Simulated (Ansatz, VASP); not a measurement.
## Two plane-wave programs on BeCdS4

```
Be Cd S
1.0
     5.65560    0.00042    0.01583
    -0.00002    6.37560    0.00297
    -0.12424    0.00325    6.35681
Be Cd S
2 2 8
Direct
  0.45864 0.55935 0.31395
  0.54137 0.05872 0.68601
  0.99589 0.99017 0.25449
  0.00381 0.49040 0.74542
  0.42230 0.59706 0.64008
  0.58672 0.35855 0.82094
  0.13391 0.42094 0.16698
  0.86578 0.57338 0.33909
  0.86613 0.92067 0.83295
  0.13429 0.07317 0.66081
  0.57779 0.09751 0.36004
  0.41338 0.85944 0.17923
```

Change from the starting cell: cell x1, atoms moved at random (sigma 0.1 Å) and cell strained at random (1.5 %), then relaxed without symmetry.

Alike in both runs: functional PBE; k mesh 4 × 2 × 2; occupations gaussian, width 0.1 eV; no spin polarisation.

Ansatz relaxed the structure, and its values are those at the end. VASP's run is a single point on that final structure, the one shown.

|  | VASP | Ansatz |
| --- | --- | --- |
| version | VASP 6.6.1 | Ansatz 0.2.0 |
| potentials or method | VASP PAW PBE potentials, release 64 (Be, Cd, S), cutoff 520 eV | scalar-relativistic, plane waves, PAW |
| valence electrons in the cell | 76 | 92 |

```csv
,VASP,Ansatz,Ansatz less VASP
gap on the k mesh at the Fermi level (eV),1.75,1.73,-0.026
least direct gap on the mesh (eV),1.80,1.77,-0.029
pressure (GPa),0.0,0.0,+0.05
rms of the force components (eV/Å),0.050,0.005,-0.0446
```

VASP's potentials hold 76 valence electrons a cell and Ansatz's 92, so a difference there can come from the potentials and not from the codes.

The k mesh is coarse, so the values compare programs but aren't converged.
